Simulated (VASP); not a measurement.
Set up this calculation in VASP 6.6.1, as the native input.

| Item | Value |
| --- | --- |
| Task | density of states |
| Functional | PBE |
| Potentials or basis | VASP PAW PBE potentials, release 64 (Hg, Te) |
| Cutoff | 520 eV |
| k mesh | 12 × 12 × 12 |
| Occupations | gaussian, width 0.1 eV |
| Spin | no spin polarisation |
| Dipole correction | no |
| k mesh for the DOS | 18 × 18 × 18 |
| Occupations for the DOS | tetrahedron |
| Further INCAR settings | ALGO = Normal; EDIFF = 1e-07 |

The system is HgTe.

```
CELL_PARAMETERS angstrom
0.00000 3.32641 3.32641
3.32641 0.00000 3.32641
3.32641 3.32641 0.00000
ATOMIC_POSITIONS crystal
Hg 0.00000 0.00000 0.00000
Te 0.25000 0.25000 0.25000
```

These files were run (other wordings do the same):

POSCAR

```
HgTe
1.0
    0.0000000000      3.3264077980      3.3264077980
    3.3264077980      0.0000000000      3.3264077980
    3.3264077980      3.3264077980      0.0000000000
Hg Te
1 1
Direct
    0.0000000000      0.0000000000      0.0000000000
    0.2500000000      0.2500000000      0.2500000000
```

INCAR.step1

```
PREC     = Accurate       # precision mode
ENCUT    = 520            # plane-wave cutoff, eV
EDIFF    = 1E-7           # SCF threshold, eV
ISMEAR   = 0              # smearing method
SIGMA    = 0.1            # smearing width, eV
LREAL    = F              # projectors in reciprocal space
LASPH    = T              # aspherical terms in the spheres
NELM     = 100            # most SCF steps
ALGO     = Normal         # electronic algorithm
ISIF     = 2              # what is computed and relaxed
LWAVE    = F              # write WAVECAR
LCHARG   = T              # write CHGCAR
GGA      = PE             # functional
NBANDS   = 16             # bands
```

KPOINTS.step1

```
Automatic mesh
0
Gamma
  12 12 12
```

INCAR.step2

```
PREC     = Accurate       # precision mode
ENCUT    = 520            # plane-wave cutoff, eV
EDIFF    = 1E-7           # SCF threshold, eV
ISMEAR   = -5             # smearing method
SIGMA    = 0.1            # smearing width, eV
LREAL    = F              # projectors in reciprocal space
LASPH    = T              # aspherical terms in the spheres
NELM     = 100            # most SCF steps
ALGO     = Normal         # electronic algorithm
ISIF     = 2              # what is computed and relaxed
LWAVE    = F              # write WAVECAR
LCHARG   = F              # write CHGCAR
GGA      = PE             # functional
LORBIT   = 10             # projections on sites
NEDOS    = 1001           # points of the DOS
ICHARG   = 11             # starting density
```

KPOINTS.step2

```
Automatic mesh
0
Gamma
  18 18 18
```

Potentials or basis: VASP PAW PBE potentials, release 64 (Hg, Te).

Launch:

```bash
$ cat potpaw_PBE.64/Hg/POTCAR potpaw_PBE.64/Te/POTCAR > POTCAR
$ cp INCAR.step1 INCAR
$ cp KPOINTS.step1 KPOINTS
$ mpirun -np 1 vasp_std > vasp.out
$ cp INCAR.step2 INCAR
$ cp KPOINTS.step2 KPOINTS
$ mpirun -np 1 vasp_std > vasp.out
```

Results of the run:

| Item | Value |
| --- | --- |
| Valence electrons inside the program's atomic spheres | Hg 10.46; Te 3.34 |

Caveat: spin-orbit coupling is left out, which moves the levels of the heavy elements.

Wall time 57 s on 1 thread of Intel(R) Xeon(R) 6975P-C (Granite Rapids), with other jobs on the host, peak memory 0.35 GiB.
